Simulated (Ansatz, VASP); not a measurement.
## Two plane-wave programs on BaTa3O2

```
Ba Ta O
1.0
     6.84037    0.00000    0.00000
    -3.42018    5.92393    0.00000
     0.00000    0.00000    3.10682
Ba Ta O
1 3 2
Direct
  0.00000 0.00000 0.50000
  0.50000 0.00000 0.00000
  0.00000 0.50000 0.00000
  0.50000 0.50000 0.00000
  0.33333 0.66667 0.00000
  0.66667 0.33333 0.00000
```

Alike in both runs: task relaxation of cell and atoms; functional PBE; k mesh 3 × 3 × 6; occupations gaussian, width 0.1 eV; no spin polarisation.

|  | VASP | Ansatz |
| --- | --- | --- |
| version | VASP 6.6.1 | Ansatz 0.2.0 |
| potentials or method | VASP PAW PBE potentials, release 64 (Ba_sv, Ta_pv, O), cutoff 600 eV | scalar-relativistic, plane waves, PAW |
| valence electrons in the cell | 55 | 61 |

|  | VASP | Ansatz | Ansatz less VASP |
| --- | --- | --- | --- |
| gap on the k mesh at the Fermi level, each at its own relaxed structure (eV) | none | none | - |
| relaxed volume (Å³/atom) | 20.35 | 20.28 | -0.074 |
| relaxed length of the cell vector where the two differ most in proportion (Å) | 2.971 | 2.959 | -0.0117 |

A gap of «none» marks a metal or a gap that the smearing closes. VASP's potentials hold 55 valence electrons a cell and Ansatz's 61, so a difference there can come from the potentials and not from the codes.

Spin-orbit coupling is off throughout.
